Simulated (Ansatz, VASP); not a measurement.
**Two plane-wave programs on CuAu**

```xyz
6
Lattice="5.0136 0.0000 0.0000 -2.5068 4.3419 0.0000 0.0000 0.0000 4.0451" Properties=species:S:1:pos:R:3 pbc="T T T"
Cu    2.5068    0.0000    0.0000
Cu    1.2534    2.1710    0.0000
Cu   -1.2534    2.1710    0.0000
Au    0.0000    0.0000    0.0000
Au    0.0000    2.8946    2.0225
Au    2.5068    1.4473    2.0225
```

Alike in both runs: task relaxation of cell and atoms; functional PBE; k mesh 6 × 6 × 4; occupations gaussian, width 0.1 eV; no spin polarisation.

|  | VASP | Ansatz |
| --- | --- | --- |
| version | VASP 6.6.1 | Ansatz 0.2.0 |
| potentials or method | VASP PAW PBE potentials, release 64 (Cu, Au), cutoff 600 eV | scalar-relativistic, plane waves, PAW |
| valence electrons in the cell | 66 | 114 |

Ansatz gave:

```
gap on the k mesh at the Fermi level, each at its own relaxed structure (eV) : none
relaxed volume (Å³/atom)                                                     : 17.02
relaxed length of the cell vector where the two differ most in proportion (Å)              : 4.393
```

**Question.** What did VASP give for the same quantities?

**Answer.** gap on the k mesh at the Fermi level, each at its own relaxed structure (eV): none; relaxed volume (Å³/atom): 17.10; relaxed length of the cell vector where the two differ most in proportion (Å): 4.405.

A gap of «none» marks a metal or a gap that the smearing closes. VASP's potentials hold 66 valence electrons a cell and Ansatz's 114, so a difference there can come from the potentials and not from the codes.

The k mesh is coarse, so the values compare programs but aren't converged. Neither program's run includes spin-orbit coupling. Noted on VASP's run: the volume moved by over 15 % at a fixed basis, so the end points are rough.
